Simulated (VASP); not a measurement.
# AgPdS2 (P4/mmm) in VASP: single point with PBE

Aim: the single point of AgPdS2 with PBE.

All numbers are computed with VASP 6.6.1; they aren't measurements. Logs are shortened: lines on timing, memory, paths and dates and some standing lists are left out, and cuts for length are marked.

## Step 1: The cell of the first run

It takes space group P4/mmm (No. 123, tetragonal). Conventional cell: a = 5.114 Å, b = 5.114 Å, c = 2.582 Å, α = 90.00°, β = 90.00°, γ = 90.00°. Ag (site symmetry 4/mmm) has 2 Ag at 2.58 Å and 8 S at 2.86 Å within 3.4 Å. Within 3.4 Å of Pd (site symmetry 4/mmm) lie 4 S at 2.56 Å and 2 Pd at 2.58 Å. S (site symmetry mmm) has 2 Pd at 2.56 Å and 2 S at 2.58 Å and 4 Ag at 2.86 Å within 3.4 Å.

## Step 2: Single point, PBE

The input, INCAR:

```
  PREC = Accurate
  ENCUT = 520
  EDIFF = 1E-7
  ISMEAR = 0
  SIGMA = 0.1
  LREAL = False
  LASPH = True
  NELM = 80
  ALGO = Normal
  ISIF = 2
  LWAVE = False
  LCHARG = False
  GGA = PE
  NBANDS = 24
```

The input, KPOINTS:

```
regular mesh
0
Gamma
  4 4 6
```

The input, POSCAR:

```
AgPdS2
1.0
    5.1142391100      0.0000000000      0.0000000000
    0.0000000000      5.1142391100      0.0000000000
    0.0000000000      0.0000000000      2.5824111000
Ag Pd S
1 1 2
Direct
    0.5000000000      0.5000000000      0.5000000000
    0.0000000000      0.0000000000      0.0000000000
    0.5000000000      0.0000000000      0.0000000000
    0.0000000000      0.5000000000      0.0000000000
```

Potentials or basis: VASP PAW PBE potentials, release 64 (Ag, Pd, S).

Started as:

```sh
> cat potpaw_PBE.64/Ag/POTCAR potpaw_PBE.64/Pd/POTCAR potpaw_PBE.64/S/POTCAR > POTCAR
> mpirun -np 1 vasp_std > vasp.out
```

OUTCAR:

```text
PREC = Accurate
   ENCUT = 520
   EDIFF = 1E-7
   ISMEAR = 0
   LREAL = False
   LASPH = True
   NELM = 80
   ISIF = 2
   GGA = PE

 ion  position               nearest neighbor table
   1  0.500  0.500  0.500-   3 2.86   4 2.86   3 2.86   4 2.86   3 2.86   3 2.86   4 2.86   4 2.86

   2  0.000  0.000  0.000-   3 2.56   4 2.56   4 2.56   3 2.56
   3  0.500  0.000  0.000-   2 2.56   2 2.56   1 2.86   1 2.86   1 2.86   1 2.86
   4  0.000  0.500  0.000-   2 2.56   2 2.56   1 2.86   1 2.86   1 2.86   1 2.86

  LATTYP: Found a simple tetragonal cell.
 ALAT       =     5.1142391100
 C/A-ratio  =     0.5049453192

  Lattice vectors:

 A1 = (   5.1142391100,   0.0000000000,   0.0000000000)
 A2 = (   0.0000000000,   5.1142391100,   0.0000000000)
 A3 = (   0.0000000000,   0.0000000000,   2.5824111000)

Analysis of symmetry for initial positions (statically):
=====================================================================
 Subroutine PRICEL returns:
 Original cell was already a primitive cell.

 Routine SETGRP: Setting up the symmetry group for a
 simple tetragonal supercell.

 Subroutine GETGRP returns: Found 16 space group operations
 (whereof 16 operations were pure point group operations)
 out of a pool of 16 trial point group operations.

The static configuration has the point symmetry D_4h.

Analysis of symmetry for dynamics (positions and initial velocities):
=====================================================================
 Subroutine PRICEL returns:
 Original cell was already a primitive cell.

 Routine SETGRP: Setting up the symmetry group for a
 simple tetragonal supercell.

 Subroutine GETGRP returns: Found 16 space group operations
 (whereof 16 operations were pure point group operations)
 out of a pool of 16 trial point group operations.

The dynamic configuration has the point symmetry D_4h.

 Subroutine INISYM returns: Found 16 space group operations
 (whereof 16 operations are pure point group operations),
 and found     1 'primitive' translations

----------------------------------------------------------------------------------------

                                     Primitive cell

  volume of cell :      67.5441

  direct lattice vectors                    reciprocal lattice vectors
     5.114239110  0.000000000  0.000000000     0.195532508  0.000000000  0.000000000
     0.000000000  5.114239110  0.000000000     0.000000000  0.195532508  0.000000000
     0.000000000  0.000000000  2.582411100     0.000000000  0.000000000  0.387235015

  length of vectors
     5.114239110  5.114239110  2.582411100     0.195532508  0.195532508  0.387235015

  position of ions in fractional coordinates (direct lattice)
     0.500000000  0.500000000  0.500000000
     0.000000000  0.000000000  0.000000000
     0.500000000  0.000000000  0.000000000
     0.000000000  0.500000000  0.000000000

  ion indices of the primitive-cell ions
   primitive index   ion index
                 1           1
                 2           2
                 3           3
                 4           4

----------------------------------------------------------------------------------------

 KPOINTS: regular mesh

Automatic generation of k-mesh.
 Grid dimensions read from file:
 generate k-points for:    4    4    6

 Generating k-lattice:

  Cartesian coordinates                     Fractional coordinates (reciprocal lattice)
     0.048883127  0.000000000  0.000000000     0.250000000  0.000000000  0.000000000
     0.000000000  0.048883127  0.000000000     0.000000000  0.250000000  0.000000000
     0.000000000  0.000000000  0.064539169     0.000000000  0.000000000  0.166666667

  Length of vectors
     0.048883127  0.048883127  0.064539169

  Shift w.r.t. Gamma in fractional coordinates (k-lattice)
     0.000000000  0.000000000  0.000000000

 Subroutine IBZKPT returns following result:
 ===========================================

 Found     24 irreducible k-points:

 Following reciprocal coordinates:
            Coordinates               Weight
  0.000000  0.000000  0.000000      1.000000
  0.250000  0.000000  0.000000      4.000000
  0.500000  0.000000  0.000000      2.000000
  0.250000  0.250000  0.000000      4.000000
  0.500000  0.250000  0.000000      4.000000
  0.500000  0.500000  0.000000      1.000000
[... 16 lines left out ...]
  0.500000  0.250000  0.500000      4.000000
  0.500000  0.500000  0.500000      1.000000
   k-points           NKPTS =     24   k-points in BZ     NKDIM =     24   number of bands    NBANDS=     24
   number of dos      NEDOS =    301   number of ions     NIONS =      4
   total plane-waves  NPLWV =  32000
   dimension x,y,z NGX =    40 NGY =   40 NGZ =   20
   dimension x,y,z NGXF=    80 NGYF=   80 NGZF=   40
   ions per type =               1   1   2
   NGX,Y,Z   is equivalent  to a cutoff of  13.00, 13.00, 12.88 a.u.
   NGXF,Y,Z  is equivalent  to a cutoff of  26.01, 26.01, 25.75 a.u.
 SYSTEM =  unknown system
   PREC   = accura    normal or accurate (medium, high low for compatibility)
   ISTART =      0    job   : 0-new  1-cont  2-samecut
   ICHARG =      2    charge: 1-file 2-atom 10-const
   ISPIN  =      1    spin polarized calculation?
   LNONCOLLINEAR =      F non collinear calculations
   LSORBIT =      F    spin-orbit coupling
   LASPH  =      T    aspherical Exc in radial PAW
   ENCUT  =  520.0 eV  38.22 Ry    6.18 a.u.   9.51  9.51  4.80*2*pi/ulx,y,z
   NELM   =     80;   NELMIN=  2; NELMDL= -5     # of ELM steps
   EDIFF  = 0.1E-06   stopping-criterion for ELM
   LREAL  =      F    real-space projection
   EDIFFG = 0.1E-05   stopping-criterion for IOM
   NSW    =      0    number of steps for IOM
   IBRION =     -1    ionic relax: 0-MD 1-quasi-New 2-CG
   NFREE  =      0    steps in history (QN), initial steepest desc. (CG)
   ISIF   =      2    stress and relaxation
   ISYM   =      2    0-nonsym 1-usesym 2-fastsym
   POTIM  = 0.5000    time-step for ionic-motion
   TEBEG  =    0.0;   TEEND  =   0.0 temperature during run
   PSTRESS=    0.0 pullay stress
   NELECT =      33.0000    total number of electrons
   NUPDOWN=      -1.0000    fix difference up-down
   EMIN   =  10.00;   EMAX   =-10.00  energy-range for DOS
   EFERMI =   0.00;   METHOD = LEGACY
   ISMEAR =     0;   SIGMA  =   0.10  broadening in eV -4-tet -1-fermi 0-gaus
   EFERMI_NEDOS =   21; number of points for ismear=-14 and -15
   IALGO  =     38    algorithm
   IMIX   =      4    mixing-type and parameters
     AMIX     =   0.40;   BMIX     =  1.00
     AMIX_MAG =   1.60;   BMIX_MAG =  1.00
  volume/ion in A,a.u.               =      16.89       113.95
  Fermi-wavevector in a.u.,A,eV,Ry     =   1.289388  2.436590 22.619981  1.662522
  Thomas-Fermi vector in A             =   2.421284
   LORBIT       =      0    0 simple, 1 ext, 2 COOP (PROOUT), +10 PAW based schemes
   GGA     = PE    functional components
   LHFCALC =     F    Hartree Fock is set to
   AEXX    =    0.0000 exact exchange contribution
   IVDW    =     0    specifies the selected vdW correction
   LEPSILON=     F    determine dielectric tensor
   LRPA    =     F    only Hartree local field effects (RPA)
 non-spin polarized calculation
 Gauss-broadening in eV      SIGMA  =   0.10
  energy-cutoff  :      520.00
  volume of cell :       67.54
 maximum number of plane-waves:      1861
 NGX is ok and might be reduce to    40
   NGX = 19   NGY = 19   NGZ =  9

 number of electron      32.9999992 magnetization

 Free energy of the ion-electron system (eV)
  ---------------------------------------------------
  ext. energy  EPLUGINS =         0.00000000
  ---------------------------------------------------
  free energy    TOTEN  =       -15.31642882 eV

  energy without entropy =      -15.30456594  energy(sigma->0) =      -15.31049738

 E-fermi :   7.6727     XC(G=0): -11.4438

 val. band max:        7.6679146471   @ k =   0.5000   0.2500   0.0000
 cond. band min:       7.6800850547   @ k =   0.5000   0.2500   0.1667
 fundamental gap:      0.0121704076
 Fermi energy:         7.6726522914

 k-point     1 :       0.0000    0.0000    0.0000
  band No.  band energies     occupation
      1      -7.3549      2.00000
      2      -6.5426      2.00000
      3       1.6620      2.00000
      4       2.1943      2.00000
      5       2.1943      2.00000
      6       3.1584      2.00000
[... 16 lines left out ...]
     23      17.9509      0.00000
     24      17.9509      0.00000

 k-point     2 :       0.2500    0.0000    0.0000
  band No.  band energies     occupation
      1      -7.1954      2.00000
      2      -6.6049      2.00000
      3       1.4031      2.00000
      4       1.9044      2.00000
      5       2.2540      2.00000
      6       2.7204      2.00000
[... 16 lines left out ...]
     23      16.7537      0.00000
     24      16.8354      0.00000

 k-point     3 :       0.5000    0.0000    0.0000
  band No.  band energies     occupation
      1      -6.8715      2.00000
      2      -6.8313      2.00000
      3       1.2343      2.00000
      4       1.5627      2.00000
      5       2.0990      2.00000
      6       2.4325      2.00000
[... 16 lines left out ...]
     23      15.2503      0.00000
     24      15.4938      0.00000
[... 514 lines left out ...]
 k-point    23 :       0.5000    0.2500    0.5000
  band No.  band energies     occupation
      1      -3.9963      2.00000
      2      -3.8408      2.00000
      3       0.8475      2.00000
      4       1.1957      2.00000
      5       2.2543      2.00000
      6       2.8608      2.00000
[... 16 lines left out ...]
     23      15.4095      0.00000
     24      16.9625      0.00000

 k-point    24 :       0.5000    0.5000    0.5000
  band No.  band energies     occupation
      1      -3.8859      2.00000
      2      -3.8859      2.00000
      3       1.0565      2.00000
      4       1.0565      2.00000
      5       3.0282      2.00000
      6       3.0282      2.00000
[... 16 lines left out ...]
     23      16.4635      0.00000
     24      16.4635      0.00000

------------------------ aborting loop because EDIFF is reached ----------------------------------------

  FORCE on cell =-STRESS in cart. coord.  units (eV):
  Direction    XX          YY          ZZ          XY          YZ          ZX
  --------------------------------------------------------------------------------------
  -------------------------------------------------------------------------------------
  Total       -1.6108064     -1.6108064      5.1175909      0.0000000      0.0000000     -0.0000000
  in kB      -38.2090722    -38.2090722    121.3916213      0.0000000      0.0000000     -0.0000000
  external PRESSURE =      14.9911589 kB  Pullay stress =       0.0000000 kB

 VOLUME and BASIS-vectors are now :
 -----------------------------------------------------------------------------
  energy-cutoff  :      520.00
  volume of cell :       67.54
      direct lattice vectors                 reciprocal lattice vectors
     5.114239110  0.000000000  0.000000000     0.195532508  0.000000000  0.000000000
     0.000000000  5.114239110  0.000000000     0.000000000  0.195532508  0.000000000
     0.000000000  0.000000000  2.582411100     0.000000000  0.000000000  0.387235015

 POSITION                                       TOTAL-FORCE (eV/Angst)
 -----------------------------------------------------------------------------------
      2.55712      2.55712      1.29121         0.000000      0.000000      0.000000
      0.00000      0.00000      0.00000         0.000000      0.000000      0.000000
      2.55712      0.00000      0.00000         0.000000      0.000000      0.000000
      0.00000      2.55712      0.00000         0.000000      0.000000      0.000000
 -----------------------------------------------------------------------------------
    total drift:                               -0.000000      0.000000     -0.000000

  FREE ENERGIE OF THE ION-ELECTRON SYSTEM (eV)
  ---------------------------------------------------
  free  energy   TOTEN  =       -15.3164288247 eV

  energy  without entropy=      -15.3045659379  energy(sigma->0) =      -15.31049738
```

It took 42 s on 1 thread of Intel Xeon Platinum 8488C (Sapphire Rapids), shared host; peak memory 0.2 GiB.

Results:

```
Free energy            : -15.3164 eV
Pressure               : 1.5 GPa
Band gap on the k mesh : zero (an odd number of electrons rules out a gap without spin polarisation)
```

Levels at points of the mesh, in eV from the Fermi level:
```
           k point  band 14  band 15  band 16  band 17  band 18  band 19
(0.00, 0.00, 0.00)    -2.15    -1.08    -1.08    -0.52     0.38     2.73
(0.50, 0.00, 0.00)    -1.66    -1.16    -1.08     3.04     3.11     3.15
(0.50, 0.50, 0.00)    -1.15    -0.33     1.52     3.25     3.25     3.46
(0.00, 0.00, 0.50)    -1.95    -1.80    -0.62     0.02     0.02     3.71
(0.50, 0.00, 0.50)    -2.12    -2.08    -1.16     0.32     1.77     3.04
(0.50, 0.50, 0.50)    -2.77    -1.16    -0.64     1.43     2.03     2.49
```

Caveat: the k points lie up to 0.41 Å⁻¹ apart, too coarse for converged energies and pressures of a metal.
